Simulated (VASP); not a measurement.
Wanted: the native input for a VASP 6.6.1 run.

```yaml
Task: single point
Functional: PBE
Potentials_or_basis: VASP PAW PBE potentials, release 64 (Be, H, Br)
Cutoff: 600 eV
k_mesh: 12 × 12 × 4
Occupations: gaussian, width 0.1 eV
Spin: no spin polarisation
Dipole_correction: no
Further_INCAR_settings: ALGO = Normal; EDIFF = 1e-06; NBANDS = 22
```

The structure of Be3H4Br2 lies in POSCAR:

```
Be3H4Br2
1.0
    3.3539474332      0.0000000000      0.0000000000
   -1.6769737166      2.9046036801      0.0000000000
    0.0000000000      0.0000000000      9.7167597545
Be H Br
3 4 2
Direct
    0.6666666667      0.3333333333      0.9078663002
    0.0000000000      0.0000000000      0.5000000000
    0.3333333333      0.6666666667      0.0921336998
    0.3333333333      0.6666666667      0.5036581961
    0.6666666667      0.3333333333      0.0521706727
    0.6666666667      0.3333333333      0.4963418039
    0.3333333333      0.6666666667      0.9478293273
    0.0000000000      0.0000000000      0.7583103297
    0.0000000000      0.0000000000      0.2416896703
```

These files were run (other wordings do the same):

INCAR

```
SYSTEM = Be3H4Br2
ALGO     = Normal         ! electronic algorithm
EDIFF    = 1E-6           ! SCF threshold, eV
ENCUT    = 600            ! plane-wave cutoff, eV
GGA      = PE             ! functional
GGA_COMPAT= .FALSE.      
ISIF     = 2              ! what is computed and relaxed
ISMEAR   = 0              ! smearing method
LASPH    = .TRUE.         ! aspherical terms in the spheres
LCHARG   = .TRUE.         ! write CHGCAR
LELF     = .TRUE.         ! ELF
LREAL    = .FALSE.        ! projectors in reciprocal space
LVHAR    = .TRUE.       
LWAVE    = .FALSE.        ! write WAVECAR
NBANDS   = 22             ! bands
NELM     = 120            ! most SCF steps
PREC     = Accurate       ! precision mode
SIGMA    = 0.1            ! smearing width, eV
```

KPOINTS

```
k-points
0
G
  12 12 4
  0 0 0
```

Potentials or basis: VASP PAW PBE potentials, release 64 (Be, H, Br).

The run is started by

```bash
$ cat potpaw_PBE.64/Be/POTCAR potpaw_PBE.64/H/POTCAR potpaw_PBE.64/Br/POTCAR > POTCAR
$ mpirun -np 1 vasp_std > vasp.out
```

Results of the run:

```json
{
  "Pressure": "0.1 GPa",
  "Largest force": "0.017 eV/Å",
  "Band gap on the k mesh": "zero (bands 12 and 13 overlap by 3.25 eV)"
}
```

Wall time 77 s on 1 thread of Intel(R) Xeon(R) 6975P-C (Granite Rapids), with other jobs on the host, peak memory 0.34 GiB.
